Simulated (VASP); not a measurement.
Runs of VASP 6.6.1 on Ir. The structure is that of space group I4/mmm (No. 139), or close to it. The cells are those of the table. 

```tsv
cell	gap on the mesh (eV)	pressure (GPa)
a = 2.962, b = 2.962, c = 2.419 Å, angles 65.9, 65.9, 48.2°, 1 atom	none	32.3
a = 2.885, b = 2.885, c = 2.488 Å, angles 64.5, 64.5, 51.1°, 1 atom	none	17.4
a = 2.643, b = 2.643, c = 3.134 Å, angles 53.6, 53.6, 72.7°, 1 atom	none	(a)
a = 2.645, b = 2.645, c = 2.949 Å, angles 56.1, 56.1, 67.8°, 1 atom	none	8.5
a = 2.682, b = 2.682, c = 2.791 Å, angles 58.6, 58.6, 62.7°, 1 atom	none	-0.6
a = 2.822, b = 2.822, c = 2.555 Å, angles 63.1, 63.1, 53.8°, 1 atom	none	(c)
a = 2.660, b = 2.660, c = 2.866 Å, angles 57.4, 57.4, 65.2°, 1 atom	none	3.6
a = 3.023, b = 3.023, c = 2.372 Å, angles 66.9, 66.9, 46.2°, 1 atom	none	(b)
```

Alike in all rows: task single point; level PBEsol; potentials or basis VASP PAW PBE potentials, release 64 (Ir); no spin polarisation; k mesh 24 × 24 × 24; cutoff (eV) 520; smearing gaussian 0.15 eV.

Task: Fill in the values left out.

Result: (a) 9.7; (b) 45.7; (c) 7.4.

Caveats: the PAW data sets were made with another functional, which shifts forces and pressure a little; spin-orbit coupling is left out, which moves the levels of the heavy elements.

A k mesh can miss the band edges, and the runs leave out spin-orbit coupling on Ir.

A gap of «none» marks levels without a gap at the run's occupations.
